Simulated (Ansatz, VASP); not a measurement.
# Si in VASP and in Ansatz

The input INCAR:

```
SYSTEM = Si
PREC = Accurate
ENCUT = 520
EDIFF = 1E-6
ISMEAR = 0
SIGMA = 0.05
LREAL = .FALSE.
LASPH = .TRUE.
NELM = 80
ALGO = Normal
ISIF = 2
LWAVE = .FALSE.
LCHARG = .TRUE.
GGA = PE
LELF = .TRUE.
LVHAR = .TRUE.
NBANDS = 16
```

KPOINTS

```
regular mesh
0
G
  12 12 6
  0 0 0
```

The input POSCAR:

```
Si
1.0
    3.9946794941      0.0000000000      0.0000000000
   -1.9973397471      3.4594939219      0.0000000000
    0.0000000000      0.0000000000      5.9153213949
Si
4
Direct
    0.3333333333      0.6666666667      0.0723590967
    0.6666666667      0.3333333333      0.5723590967
    0.3333333333      0.6666666667      0.4276409033
    0.6666666667      0.3333333333      0.9276409033
```

Input for Ansatz:

```yaml
crystal:
  lattice:
    - [3.9946794941, 0.0, 0.0]
    - [-1.9973397471, 3.4594939219, 0.0]
    - [0.0, 0.0, 5.9153213949]
  atoms:
    - { symbol: Si, position: [0.3333333333, 0.6666666667, 0.0723590967] }
    - { symbol: Si, position: [0.6666666667, 0.3333333333, 0.5723590967] }
    - { symbol: Si, position: [0.3333333333, 0.6666666667, 0.4276409033] }
    - { symbol: Si, position: [0.6666666667, 0.3333333333, 0.9276409033] }
basis:
  ecutwfc: 420
kpoints:
  mp_grid: { grid: [12, 12, 6] }
hamiltonian:
  xc: pbe
  pseudopotentials: { kind: paw, azcp: { folder: soft_1 } }
scf:
  occupations: { method: gaussian, width: 0.05 }
output:
  forces: true
  stress: true
  eigenvalues: true
```

Alike in both runs: task single point; functional PBE; k mesh 12 × 12 × 6; occupations gaussian, width 0.05 eV; no spin polarisation.

|  | VASP | Ansatz |
| --- | --- | --- |
| version | VASP 6.6.1 | Ansatz 0.2.0 |
| potentials or method | VASP PAW PBE potentials, release 64 (Si), cutoff 520 eV | scalar-relativistic, plane waves, PAW |
| valence electrons in the cell | 16 | 16 |

|  | VASP | Ansatz | Ansatz less VASP |
| --- | --- | --- | --- |
| gap on the k mesh at the Fermi level (eV) | none | none | - |
| pressure (GPa) | 4.6 | 4.7 | +0.09 |
| traceless stress, the component that is largest in VASP (GPa) | 27.14 | 27.20 | +0.058 |
| rms of the force components (eV/Å) | 2.320 | 2.332 | +0.0122 |

Atom by atom the forces differ by 0.012 eV/Å (rms over components). A gap of «none» marks a metal or a gap that the smearing closes.
